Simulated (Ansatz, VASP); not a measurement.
BeS: VASP beside Ansatz

The input INCAR:

```
SYSTEM = BeS
PREC = Accurate
ENCUT = 600
EDIFF = 1E-6
ISMEAR = 0
SIGMA = 0.1
LREAL = .False.
LASPH = .True.
NELM = 60
ALGO = Normal
ISIF = 3
LWAVE = .False.
LCHARG = .False.
GGA = PE
IBRION = 2
NSW = 100
EDIFFG = -0.01
```

File KPOINTS:

```
regular mesh
0
Gamma
  22 22 12
  0 0 0
```

POSCAR

```
BeS
1.0
    2.4399511275      0.0000000000      0.0000000000
    0.0000000000      2.4399511275      0.0000000000
    0.0000000000      0.0000000000      4.4889727340
Be S
1 1
Direct
    0.0000000000      0.0000000000      0.0000000000
    0.0000000000      0.0000000000      0.5000000000
```

Input for Ansatz:

```yaml
crystal:
  lattice:
    - [2.4399511275, 0.0, 0.0]
    - [0.0, 2.4399511275, 0.0]
    - [0.0, 0.0, 4.488972734]
  atoms:
    - { symbol: Be, position: [0.0, 0.0, 0.0] }
    - { symbol: S, position: [0.0, 0.0, 0.5] }
basis:
  ecutwfc: 420
kpoints:
  mp_grid: { grid: [22, 22, 12] }
hamiltonian:
  xc: pbe
scf:
  occupations: { method: gaussian, width: 0.1 }
output:
  forces: true
  stress: true
  eigenvalues: true
  write_density: true
  write_potential: true
  elf: true
  volumetric_format: npy
relax:
  adjacent_minimum: "off"
  f_tol: 0.01
  max_steps: 80
  cell: { stress_tol: 0.05 }
```

Alike in both runs: task relaxation of cell and atoms; functional PBE; k mesh 22 × 22 × 12; occupations gaussian, width 0.1 eV; no spin polarisation.

|  | VASP | Ansatz |
| --- | --- | --- |
| version | VASP 6.6.1 | Ansatz 0.2.0 |
| potentials or method | VASP PAW PBE potentials, release 64 (Be, S), cutoff 600 eV | scalar-relativistic, plane waves, PAW |
| valence electrons in the cell | 8 | 8 |

|  | VASP | Ansatz | Ansatz less VASP |
| --- | --- | --- | --- |
| gap on the k mesh at the Fermi level, each at its own relaxed structure (eV) | none | none | - |
| relaxed volume (Å³/atom) | 13.51 | 13.50 | -0.009 |
| relaxed cell length with the largest relative difference (Å) | 4.414 | 4.409 | -0.0045 |

A gap of «none» marks a metal or a gap that the smearing closes.
